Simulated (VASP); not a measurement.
A run of VASP 6.6.1 is set up as follows.

File INCAR:

```
SYSTEM = Ga
  PREC = Accurate
  ENCUT = 400
  EDIFF = 1E-8
  ISMEAR = -1
  SIGMA = 0.05
  LREAL = .FALSE.
  LASPH = .TRUE.
  NELM = 120
  ALGO = Normal
  ISIF = 2
  LWAVE = .FALSE.
  LCHARG = .FALSE.
  GGA = PS
  LEFG = .TRUE.
  NBANDS = 20
  GGA_COMPAT = .FALSE.
```

KPOINTS

```
Automatic mesh
0
G
  11 11 6
  0 0 0
```

POSCAR

```
Ga
1.0
    3.0031658500      0.0000000000      0.0000000000
   -1.5015829250      2.6008179178      0.0000000000
    0.0000000000      0.0000000000      4.8651286769
Ga
2
Direct
    0.1933333333      0.5966666667      0.1450000000
    0.8066666667      0.4033333333      0.8550000000
```

Potentials or basis: VASP PAW PBE potentials, release 64 (Ga_d).

Command:

```console
$ cat potpaw_PBE.64/Ga_d/POTCAR > POTCAR
$ mpirun -np 1 vasp_std > vasp.out
```

Task: Predict the largest force.

Result: 20.973 eV/Å.

Task: Estimate the band gap on the k mesh.

Result: Zero (bands 13 and 14 overlap by 4.88 eV).

Task: Estimate the pressure.

Result: 54.3 GPa.

Forces in eV/Å, atoms in the order of the input:
```
Ga    9.798   5.657  17.660
Ga   -9.798  -5.657 -17.660
```

Caveat: the stress differs along the axes, from 20 to 98 GPa; without QUAD_EFG the Cq values of the log hold for a quadrupole moment of 1 mb, not for the nuclei; the PAW data sets were made with another functional, which shifts forces and pressure a little.
